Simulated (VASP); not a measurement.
Input of a VASP 6.6.1 run:

POSCAR

```
Ru
1.0
    2.7237197275      0.0000000000      0.0000000000
   -1.3618598638      2.3588104769      0.0000000000
    0.0000000000      0.0000000000      4.3102577801
Ru
2
Direct
    0.6666666667      0.3333333333      0.7500000000
    0.3333333333      0.6666666667      0.2500000000
```

INCAR.step1

```
PREC = Accurate
ENCUT = 520
EDIFF = 1E-5
ISMEAR = -1
SIGMA = 0.05
LREAL = False
LASPH = True
NELM = 60
ALGO = Normal
ISIF = 2
LWAVE = True
LCHARG = False
NBANDS = 21
GGA = PE
```

Contents of INCAR.step2:

```
PREC = Accurate
ENCUT = 520
EDIFF = 1E-6
ISMEAR = -1
SIGMA = 0.05
LREAL = False
LASPH = True
NELM = 60
ALGO = Normal
ISIF = 2
LWAVE = False
LCHARG = False
GGA = PE
LHFCALC = True
AEXX = 0.25
HFSCREEN = 0.3
PRECFOCK = Normal
NBANDS = 21
ISTART = 1
```

Contents of KPOINTS:

```
regular mesh
0
Gamma
  6 6 3
```

Potentials or basis: VASP PAW PBE potentials, release 64 (Ru_pv).

Run with:

```sh
$ cat potpaw_PBE.64/Ru_pv/POTCAR > POTCAR
$ cp INCAR.step1 INCAR
$ mpirun -np 1 vasp_std > vasp.out
$ cp INCAR.step2 INCAR
$ mpirun -np 1 vasp_std > vasp.out
```

Q: Estimate the band gap on the k mesh.

A: Zero (bands 14 and 15 overlap by 3.50 eV).

Q: Predict the pressure.

A: -13.3 GPa.

Stress tensor (GPa, compression positive):
```
-11.03   0.00   0.00
  0.00 -11.03   0.00
  0.00   0.00 -17.82
```

Caveat: the k points lie up to 0.49 Å⁻¹ apart, too coarse for converged energies and pressures of a metal; the PAW data sets were made with another functional, which shifts forces and pressure a little.
